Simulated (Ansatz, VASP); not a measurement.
## One calculation of V, two programs

```xyz
1
Lattice="-1.4750 1.4750 1.4750 1.4750 -1.4750 1.4750 1.4750 1.4750 -1.4750" Properties=species:S:1:pos:R:3 pbc="T T T"
V     0.0000    0.0000    0.0000
```

Alike in both runs: task single point; functional PBEsol; k mesh 8 × 8 × 8; occupations gaussian, width 0.1 eV; no spin polarisation.

|  | VASP | Ansatz |
| --- | --- | --- |
| version | VASP 6.6.1 | Ansatz 0.2.0 |
| potentials or method | VASP PAW PBE potentials, release 64 (V_sv), cutoff 500 eV | scalar-relativistic, plane waves, PAW |
| valence electrons in the cell | 13 | 13 |

|  | VASP | Ansatz | Ansatz less VASP |
| --- | --- | --- | --- |
| gap on the k mesh at the Fermi level (eV) | none | none | - |
| pressure (GPa) | 0.4 | 0.4 | -0.08 |

VASP's potentials were made for PBE, not for PBEsol, and Ansatz warns of the same on its side. A gap of «none» marks a metal or a gap that the smearing closes.

The k mesh is coarse, so the values compare programs but aren't converged.
